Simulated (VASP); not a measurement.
# HfNbTe4 (P4/mmm) in VASP: relaxation of cell and atoms with PBE

Aim: the relaxation of cell and atoms of HfNbTe4 with PBE.

All numbers are computed with VASP 6.6.1; they aren't measurements. Logs are shortened: lines on timing, memory, paths and dates and some standing lists are left out, and cuts for length are marked.

## (1) The cell of the first run

It takes space group P4/mmm (No. 123, tetragonal). Conventional cell: a = 4.954 Å, b = 4.954 Å, c = 6.973 Å, α = 90.00°, β = 90.00°, γ = 90.00°. Hf (site symmetry 4/mmm) has 8 Te at 3.06 Å within 4.0 Å. Within 4.0 Å of Nb (site symmetry 4/mmm) lie 8 Te at 3.00 Å. Within 4.0 Å of Te (site symmetry 2mm) lie 2 Nb at 3.00 Å and 2 Hf at 3.06 Å and 6 Te at 3.39 to 3.58 Å.

The cell was generated, and may not be a known phase.

## (2) Relaxation of cell and atoms, PBE, collinear spin

Contents of INCAR:

```
SYSTEM = HfNbTe4
PREC = Accurate
ENCUT = 600
EDIFF = 1E-6
ISMEAR = 0
SIGMA = 0.1
LREAL = .FALSE.
LASPH = .TRUE.
NELM = 150
ALGO = Normal
ISIF = 3
LWAVE = .FALSE.
LCHARG = .FALSE.
ISPIN = 2
MAGMOM = 0 1.38 0 0 0 0
LORBIT = 11
LMAXMIX = 4
GGA = PE
IBRION = 2
NSW = 100
EDIFFG = -0.01
KPAR = 4
```

Contents of KPOINTS:

```
Automatic mesh
0
G
  8 8 6
  0 0 0
```

Contents of POSCAR:

```
HfNbTe4
1.0
    4.9538770553      0.0000000000      0.0000000000
    0.0000000000      4.9538770553      0.0000000000
    0.0000000000      0.0000000000      6.9733324882
Hf Nb Te
1 1 4
Direct
    0.0000000000      0.0000000000      0.5000000000
    0.5000000000      0.5000000000      0.0000000000
    0.0000000000      0.5000000000      0.2432698895
    0.5000000000      0.0000000000      0.2432698895
    0.0000000000      0.5000000000      0.7567301105
    0.5000000000      0.0000000000      0.7567301105
```

Potentials or basis: VASP PAW PBE potentials, release 64 (Hf_pv, Nb_sv, Te).

Command:

```sh
$ cat potpaw_PBE.64/Hf_pv/POTCAR potpaw_PBE.64/Nb_sv/POTCAR potpaw_PBE.64/Te/POTCAR > POTCAR
$ mpirun -np 4 vasp_std > vasp.out
```

OUTCAR:

```text
SYSTEM = HfNbTe4
   PREC = Accurate
   ENCUT = 600
   EDIFF = 1E-6
   ISMEAR = 0
   LREAL = .FALSE.
   LASPH = .TRUE.
   NELM = 150
   ISIF = 3
   ISPIN = 2
   LORBIT = 11
   GGA = PE
   IBRION = 2
   NSW = 100
   EDIFFG = -0.01

 ion  position               nearest neighbor table
   1  0.000  0.000  0.500-   3 3.06   4 3.06   5 3.06   6 3.06   3 3.06   5 3.06   4 3.06   6 3.06

   2  0.500  0.500  0.000-   3 3.00   4 3.00   5 3.00   6 3.00   4 3.00   6 3.00   3 3.00   5 3.00

   3  0.000  0.500  0.243-   2 3.00   2 3.00   1 3.06   1 3.06   5 3.39   4 3.50   4 3.50   4 3.50
                             4 3.50   5 3.58
   4  0.500  0.000  0.243-   2 3.00   2 3.00   1 3.06   1 3.06   6 3.39   3 3.50   3 3.50   3 3.50
                             3 3.50   6 3.58
   5  0.000  0.500  0.757-   2 3.00   2 3.00   1 3.06   1 3.06   3 3.39   6 3.50   6 3.50   6 3.50
                             6 3.50   3 3.58
   6  0.500  0.000  0.757-   2 3.00   2 3.00   1 3.06   1 3.06   4 3.39   5 3.50   5 3.50   5 3.50
                             5 3.50   4 3.58

  LATTYP: Found a simple tetragonal cell.
 ALAT       =     4.9538770553
 C/A-ratio  =     1.4076515041

  Lattice vectors:

 A1 = (   4.9538770553,   0.0000000000,   0.0000000000)
 A2 = (   0.0000000000,   4.9538770553,   0.0000000000)
 A3 = (   0.0000000000,   0.0000000000,   6.9733324882)

Analysis of symmetry for initial positions (statically):
=====================================================================
 Subroutine PRICEL returns:
 Original cell was already a primitive cell.

 Routine SETGRP: Setting up the symmetry group for a
 simple tetragonal supercell.

 Subroutine GETGRP returns: Found 16 space group operations
 (whereof 16 operations were pure point group operations)
 out of a pool of 16 trial point group operations.

The static configuration has the point symmetry D_4h.

Analysis of symmetry for dynamics (positions and initial velocities):
=====================================================================
 Subroutine PRICEL returns:
 Original cell was already a primitive cell.

 Routine SETGRP: Setting up the symmetry group for a
 simple tetragonal supercell.

 Subroutine GETGRP returns: Found 16 space group operations
 (whereof 16 operations were pure point group operations)
 out of a pool of 16 trial point group operations.

The dynamic configuration has the point symmetry D_4h.

Analysis of structural, dynamic, and magnetic symmetry:
=====================================================================
 Subroutine PRICEL returns:
 Original cell was already a primitive cell.

[... 137 lines left out ...]
  Fermi-wavevector in a.u.,A,eV,Ry     =   1.064136  2.010926 15.407042  1.132386
  Thomas-Fermi vector in A             =   2.199644
   LORBIT       =     11    0 simple, 1 ext, 2 COOP (PROOUT), +10 PAW based schemes
   GGA     = PE    functional components
   LHFCALC =     F    Hartree Fock is set to
   AEXX    =    0.0000 exact exchange contribution
   IVDW    =     0    specifies the selected vdW correction
   LEPSILON=     F    determine dielectric tensor
   LRPA    =     F    only Hartree local field effects (RPA)
 conjugate gradient relaxation of ions
 spin polarized calculation
 Gauss-broadening in eV      SIGMA  =   0.10
  energy-cutoff  :      600.00
  volume of cell :      171.13
 maximum number of plane-waves:      5748
 NGX is ok and might be reduce to    40
   NGX = 19   NGY = 19   NGZ = 27

--------------------------------------- Ionic step        1  -------------------------------------------

 number of electron      46.9999996 magnetization       1.8970617

 Free energy of the ion-electron system (eV)
  ---------------------------------------------------
  ext. energy  EPLUGINS =         0.00000000
  ---------------------------------------------------
  free energy    TOTEN  =       -34.16474129 eV

  energy without entropy =      -34.15437588  energy(sigma->0) =      -34.15955859

------------------------ aborting loop because EDIFF is reached ----------------------------------------

  FORCE on cell =-STRESS in cart. coord.  units (eV):
  Direction    XX          YY          ZZ          XY          YZ          ZX
  --------------------------------------------------------------------------------------
  -------------------------------------------------------------------------------------
  Total        0.0605069      0.0605069      0.2349703      0.0000000      0.0000000      0.0000000
  in kB        0.5664805      0.5664805      2.1998483      0.0000000      0.0000000      0.0000000
  external PRESSURE =       1.1109365 kB  Pullay stress =       0.0000000 kB
[... 147 lines left out ...]
--------------------------------------- Ionic step        5  -------------------------------------------

 number of electron      46.9999998 magnetization       1.8994484

 Free energy of the ion-electron system (eV)
  ---------------------------------------------------
  ext. energy  EPLUGINS =         0.00000000
  ---------------------------------------------------
  free energy    TOTEN  =       -34.16769684 eV

  energy without entropy =      -34.15720330  energy(sigma->0) =      -34.16245007

 E-fermi :   6.9231     XC(G=0):  -9.7931

 val. band max:        6.9092431784   @ k =   0.3750   0.1250   0.0000
 cond. band min:       6.9285136821   @ k =   0.2500   0.0000   0.1667
 fundamental gap:      0.0192705038
 Fermi energy:         6.9230519173

 spin component 1

 k-point     1 :       0.0000    0.0000    0.0000
  band No.  band energies     occupation
      1     -48.5672      1.00000
      2     -25.0581      1.00000
      3     -25.0581      1.00000
      4     -25.0308      1.00000
      5     -24.7088      1.00000
      6     -24.6905      1.00000
[... 757 lines left out ...]
     28       8.5406      0.00000
     29       8.6746      0.00000

 [... further k-points ...]

 spin component 2

 k-point     1 :       0.0000    0.0000    0.0000
  band No.  band energies     occupation
      1     -47.7091      1.00000
      2     -25.0196      1.00000
      3     -25.0196      1.00000
      4     -24.9702      1.00000
      5     -23.7349      1.00000
      6     -23.6974      1.00000
[... 792 lines left out ...]
  FREE ENERGIE OF THE ION-ELECTRON SYSTEM (eV)
  ---------------------------------------------------
  free  energy   TOTEN  =       -34.1676968364 eV

  energy  without entropy=      -34.1572032980  energy(sigma->0) =      -34.16245007

 reached required accuracy - stopping structural energy minimisation

 total charge

# of ion       s       p       d       tot
------------------------------------------
    1        0.297   6.321   1.401   8.019
    2        2.122   5.960   2.473  10.555
    3        1.382   1.976   0.045   3.404
    4        1.382   1.976   0.045   3.404
    5        1.382   1.976   0.045   3.404
    6        1.382   1.976   0.045   3.404
--------------------------------------------------
tot          7.948  20.186   4.056  32.191

 magnetization (x)

# of ion       s       p       d       tot
------------------------------------------
    1        0.016   0.023   0.061   0.100
    2        0.020   0.013   1.257   1.290
    3       -0.003  -0.034   0.008  -0.029
    4       -0.003  -0.034   0.008  -0.029
    5       -0.003  -0.034   0.008  -0.029
    6       -0.003  -0.034   0.008  -0.029
--------------------------------------------------
tot          0.025  -0.101   1.350   1.274
```

CONTCAR:

```text
HfNbTe4
   1.00000000000000
     4.9526806893924178    0.0000000000000000    0.0000000000000000
     0.0000000000000000    4.9526806893924178    0.0000000000000000
     0.0000000000000000    0.0000000000000000    6.9874392706572506
  Hf              Nb              Te
     1     1     4
Direct
     0.0000000000000000    0.0000000000000000    0.5000000000000000
     0.5000000000000000    0.5000000000000000    0.0000000000000000
     0.0000000000000000    0.5000000000000000    0.2449685062577031
     0.5000000000000000    0.0000000000000000    0.2449685062577031
     0.0000000000000000    0.5000000000000000    0.7550314937422969
     0.5000000000000000    0.0000000000000000    0.7550314937422969

  0.00000000E+00  0.00000000E+00  0.00000000E+00
  0.00000000E+00  0.00000000E+00  0.00000000E+00
  0.00000000E+00  0.00000000E+00  0.00000000E+00
  0.00000000E+00  0.00000000E+00  0.00000000E+00
  0.00000000E+00  0.00000000E+00  0.00000000E+00
  0.00000000E+00  0.00000000E+00  0.00000000E+00
```

It took 8.5 min on 4 MPI ranks of Intel Xeon Platinum 8488C (Sapphire Rapids), shared host; peak memory 0.79 GiB.

What came out:

```yaml
Free_energy: -34.1677 eV
Relaxed_volume: 28.57 Å³/atom
Relaxed_cell: a = 4.953 Å, b = 4.953 Å, c = 6.987 Å, α = 90.00°, β = 90.00°, γ = 90.00°
Space_group_after_relaxing_to_0.1_Å: P4/mmm (No. 123)
Energy_gained_by_relaxing: 0.5 meV/atom
Ionic_steps: 5
Pressure_after_relaxing: 0.0 GPa
Net_moment: 1.90 μB per cell
Site_moments: Hf +0.10; Nb +1.29; Te -0.03 μB
Valence_electrons_inside_the_program's_atomic_spheres: Hf 8.02; Nb 10.55; Te 3.40
```

Step by step:
```tsv
step	energy change (eV)	largest force (eV/Å)	pressure (GPa)	volume (Å³)
1	0.0000	0.1171	0.11	171.13
2	-0.0021	0.0614	-0.08	171.62
3	-0.0025	0.0273	-0.18	171.93
4	-0.0029	0.0078	0.08	171.23
5	-0.0030	0.0007	0.03	171.40
```

Final structure:
```
CELL_PARAMETERS angstrom
4.95268 0.00000 0.00000
0.00000 4.95268 0.00000
0.00000 0.00000 6.98744
ATOMIC_POSITIONS crystal
Hf 0.00000 0.00000 0.50000
Nb 0.50000 0.50000 0.00000
Te 0.00000 0.50000 0.24497
Te 0.50000 0.00000 0.24497
Te 0.00000 0.50000 0.75503
Te 0.50000 0.00000 0.75503
```

Caveat: spin-orbit coupling is left out, which moves the levels of the heavy elements.
